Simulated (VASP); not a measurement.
A run of VASP 6.6.1:

INCAR

```
PREC = Accurate ; ENCUT = 520
EDIFF = 1E-7 ; ISMEAR = 0
SIGMA = 0.02 ; LREAL = F
LASPH = T ; NELM = 60
ALGO = Normal ; ISIF = 2
LWAVE = F ; LCHARG = F
GGA = PE ; IVDW = 12
NBANDS = 18
```

File KPOINTS:

```
regular mesh
0
Gamma
  6 6 4
```

Contents of POSCAR:

```
N
1.0
    4.0156098362      0.0000000000      0.0000000000
    0.0000000000      4.0156098362      0.0000000000
    0.0000000000      0.0000000000      5.2035985903
N
4
Direct
    0.9030165799      0.9030165799      0.0000000000
    0.5969834201      0.4030165799      0.5000000000
    0.0969834201      0.0969834201      0.0000000000
    0.4030165799      0.5969834201      0.5000000000
```

Potentials or basis: VASP PAW PBE potentials, release 64 (N).

Launch:

```sh
$ cat potpaw_PBE.64/N/POTCAR > POTCAR
$ mpirun -np 1 vasp_std > vasp.out
```

Hardware: 1 thread of Intel Xeon 8259CL, on a shared host.

Question: How long does it take, and how much memory?

Answer: It took 66 s on 1 thread of Intel Xeon 8259CL, with other jobs on the host, peak memory 0.19 GiB. Counts: scf iterations 14, k points 30.
